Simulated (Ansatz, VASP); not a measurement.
## Two plane-wave programs on CuI

POSCAR

```
CuI
1.0
    0.0000000000      2.7008954262      3.8190661327
    2.7008954262      0.0000000000      3.8190661327
    2.7008954262      2.7008954262      0.0000000000
Cu I
1 1
Direct
    0.7500000000      0.7500000000      0.7500000000
    0.0000000000      0.0000000000      0.0000000000
```

Contents of INCAR.step1:

```
  ALGO = Normal
  EDIFF = 1E-4
  ENCUT = 520
  GGA = PE
  ISMEAR = 0
  LASPH = T
  LCHARG = F
  LREAL = F
  LWAVE = T
  NBANDS = 16
  NELM = 60
  PREC = Accurate
  SIGMA = 0.05
```

Contents of INCAR.step2:

```
  ALGO = Normal
  EDIFF = 1E-6
  ENCUT = 520
  ISIF = 2
  ISMEAR = 0
  ISTART = 1
  LASPH = T
  LCHARG = T
  LELF = T
  LMIXTAU = T
  LREAL = F
  LVHAR = T
  LWAVE = F
  METAGGA = R2SCAN
  NBANDS = 16
  NELM = 60
  PREC = Accurate
  SIGMA = 0.05
```

Contents of KPOINTS:

```
k-points
0
Gamma
  8 8 8
```

Input for Ansatz:

```yaml
crystal:
  lattice:
    - [0.0, 2.7008954262, 3.8190661327]
    - [2.7008954262, 0.0, 3.8190661327]
    - [2.7008954262, 2.7008954262, 0.0]
  atoms:
    - { symbol: Cu, position: [0.75, 0.75, 0.75] }
    - { symbol: I, position: [0.0, 0.0, 0.0] }
basis:
  ecutwfc: 500
kpoints:
  mp_grid: { grid: [8, 8, 8] }
hamiltonian:
  xc: r2scan
scf:
  occupations: { method: gaussian, width: 0.05 }
output:
  forces: true
  stress: true
  eigenvalues: true
```

Alike in both runs: task single point; functional r2SCAN; k mesh 8 × 8 × 8; occupations gaussian, width 0.05 eV; no spin polarisation.

|  | VASP | Ansatz |
| --- | --- | --- |
| version | VASP 6.6.1 | Ansatz 0.2.0 |
| potentials or method | VASP PAW PBE potentials, release 64 (Cu, I), cutoff 520 eV | scalar-relativistic, plane waves, PAW |
| valence electrons in the cell | 18 | 36 |

Ansatz gave:

```
gap on the k mesh at the Fermi level (eV)                     : 0.99
least direct gap on the mesh (eV)                             : 0.99
pressure (GPa)                                                : -1.3
traceless stress, the component that is largest in VASP (GPa) : -6.89
```

Problem. What did VASP give for the same quantities?

Solution. gap on the k mesh at the Fermi level (eV): 0.99; least direct gap on the mesh (eV): 0.99; pressure (GPa): -1.2; traceless stress, the component that is largest in VASP (GPa): -6.89.

VASP's potentials were made for PBE, not for r2SCAN. The functional is the same, so the differences come from potentials, cutoffs and numerics. VASP's potentials hold 18 valence electrons a cell and Ansatz's 36, so a difference there can come from the potentials and not from the codes.

Spin-orbit coupling is off throughout.
